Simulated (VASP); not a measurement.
Write the native input for VASP 6.6.1 that does the following.

- Task: single point
- Functional: PBE
- Potentials or basis: VASP PAW PBE potentials, release 64 (Sn_d, H)
- Cutoff: 520 eV
- k mesh: 6 × 6 × 6
- Occupations: gaussian, width 0.1 eV
- Spin: no spin polarisation
- Dipole correction: no
- Further INCAR settings: ALGO = Normal; EDIFF = 1e-07; NBANDS = 18

The structure of SnH5 lies in POSCAR:

```
SnH5
1.0
   -2.2848259547      2.2848259547      2.5587638383
    2.2848259547     -2.2848259547      2.5587638383
    2.2848259547      2.2848259547     -2.5587638383
Sn H
1 5
Direct
    0.5000000000      0.5000000000      0.0000000000
    0.2097100245      0.2097100245      0.4194200490
    0.7902899755      0.7902899755      0.5805799510
    0.2097100245      0.7902899755      0.0000000000
    0.7902899755      0.2097100245      0.0000000000
    0.0000000000      0.0000000000      0.0000000000
```

These files were run (other wordings do the same):

INCAR

```
  PREC = Accurate
  ENCUT = 520
  EDIFF = 1E-7
  ISMEAR = 0
  SIGMA = 0.1
  LREAL = F
  LASPH = T
  NELM = 100
  ALGO = Normal
  ISIF = 2
  LWAVE = F
  LCHARG = T
  GGA = PE
  LELF = T
  LVHAR = T
  NBANDS = 18
```

KPOINTS

```
Automatic mesh
0
Gamma
  6 6 6
```

Potentials or basis: VASP PAW PBE potentials, release 64 (Sn_d, H).

Command:

```console
$ cat potpaw_PBE.64/Sn_d/POTCAR potpaw_PBE.64/H/POTCAR > POTCAR
$ mpirun -np 1 vasp_std > vasp.out
```

Results of the run:

- Pressure: -0.2 GPa
- Largest force: 0.009 eV/Å

Run time: 16 s on 1 thread of Intel(R) Xeon(R) Platinum 8488C (Sapphire Rapids), on a shared host, peak memory 0.18 GiB.
